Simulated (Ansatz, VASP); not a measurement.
**InSb: VASP beside Ansatz**

INCAR

```
SYSTEM = InSb
ALGO = Normal
EDIFF = 1E-6
ENCUT = 520
GGA = PS
ISIF = 2
ISMEAR = 0
LASPH = .True.
LCHARG = .False.
LREAL = .False.
LWAVE = .False.
NBANDS = 16
NELM = 100
PREC = Accurate
SIGMA = 0.15
```

The input KPOINTS:

```
k-points
0
Gamma
  14 14 14
  0 0 0
```

The input POSCAR:

```
InSb
1.0
    0.0000000000      3.0098846071      3.1980023950
    3.0098846071      0.0000000000      3.1980023950
    3.0098846071      3.0098846071      0.0000000000
In Sb
1 1
Direct
    0.0000000000      0.0000000000      0.0000000000
    0.5000000000      0.5000000000      0.5000000000
```

Input for Ansatz:

```yaml
crystal:
  lattice:
    - [0.0, 3.0098846071, 3.198002395]
    - [3.0098846071, 0.0, 3.198002395]
    - [3.0098846071, 3.0098846071, 0.0]
  atoms:
    - { symbol: In, position: [0.0, 0.0, 0.0] }
    - { symbol: Sb, position: [0.5, 0.5, 0.5] }
basis:
  ecutwfc: 420
kpoints:
  mp_grid: { grid: [14, 14, 14] }
hamiltonian:
  xc: pbesol
  pseudopotentials: { kind: paw, azcp: { folder: soft_1 } }
scf:
  occupations: { method: gaussian, width: 0.15 }
output:
  forces: true
  stress: true
  eigenvalues: true
```

Alike in both runs: task single point; functional PBEsol; k mesh 14 × 14 × 14; occupations gaussian, width 0.15 eV; no spin polarisation.

|  | VASP | Ansatz |
| --- | --- | --- |
| version | VASP 6.6.1 | Ansatz 0.2.0 |
| potentials or method | VASP PAW PBE potentials, release 64 (In_d, Sb), cutoff 520 eV | scalar-relativistic, plane waves, PAW |
| valence electrons in the cell | 18 | 28 |

```tsv
	VASP	Ansatz	Ansatz less VASP
gap on the k mesh at the Fermi level (eV)	none	none	-
pressure (GPa)	-2.2	-2.2	0.00
traceless stress, the component that is largest in VASP (GPa)	-2.55	-2.54	+0.002
```

VASP's potentials were made for PBE, not for PBEsol, and Ansatz warns of the same on its side. A gap of «none» marks a metal or a gap that the smearing closes. VASP's potentials hold 18 valence electrons a cell and Ansatz's 28, so a difference there can come from the potentials and not from the codes.

Neither program's run includes spin-orbit coupling.
